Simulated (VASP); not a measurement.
TiO2:

```
CELL_PARAMETERS angstrom
1.49733 0.86448 6.98154
-1.49733 0.86448 6.98154
0.00000 -1.72897 6.98154
ATOMIC_POSITIONS crystal
Ti 0.00693 0.00415 0.98961
O 0.36929 0.38863 0.37992
O 0.62988 0.61409 0.62376
```

This cell differs from its parent crystal: atoms moved at random.

| Item | Value |
| --- | --- |
| Program | VASP 6.6.1 |
| Task | relaxation of the atoms |
| Functional | PBE |
| Potentials or basis | VASP PAW PBE potentials, release 64 (Ti_sv, O) |
| Cutoff | 640 eV |
| k mesh | 9 × 9 × 9 |
| Occupations | gaussian, width 0.03 eV |
| Spin | no spin polarisation |

At the start: pressure 1.8 GPa; volume 18.07 Å³/atom.

Question: Where does the relaxation end?

Answer: Over 15 steps the energy falls by 7.8 meV/atom at a fixed cell; space group R-3m (No. 166, to 0.1 Å) before and after.

The path:
```csv
step,energy change (eV),largest force (eV/Å),pressure (GPa)
1,0.0000,0.7615,1.80
2,-0.0208,0.2587,-0.27
3,-0.0208,0.2277,-0.17
4,-0.0226,0.1010,-0.52
5,-0.0228,0.0605,-0.44
6,-0.0230,0.0251,-0.34
7,-0.0230,0.0244,-0.29
8,-0.0231,0.0220,-0.29
9,-0.0232,0.0154,-0.29
10,-0.0233,0.0145,-0.29
11,-0.0233,0.0160,-0.28
12,-0.0232,0.0542,-0.40
13,-0.0233,0.0046,-0.31
14,-0.0233,0.0099,-0.35
15,-0.0233,0.0009,-0.33
```

Final structure:
```cif
data_structure
_symmetry_space_group_name_H-M 'P 1'
_symmetry_Int_Tables_number 1
_cell_length_a 7.1924
_cell_length_b 7.1924
_cell_length_c 7.1924
_cell_angle_alpha 24.032
_cell_angle_beta 24.032
_cell_angle_gamma 24.032
_cell_volume 54.22
loop_
_atom_site_label
_atom_site_type_symbol
_atom_site_fract_x
_atom_site_fract_y
_atom_site_fract_z
_atom_site_occupancy
Ti1 Ti 0.00200 0.00227 0.99782 1
O1 O 0.38148 0.38173 0.37717 1
O2 O 0.62262 0.62288 0.61830 1
```

Caveat: the cell differs from its parent crystal (atoms moved at random).
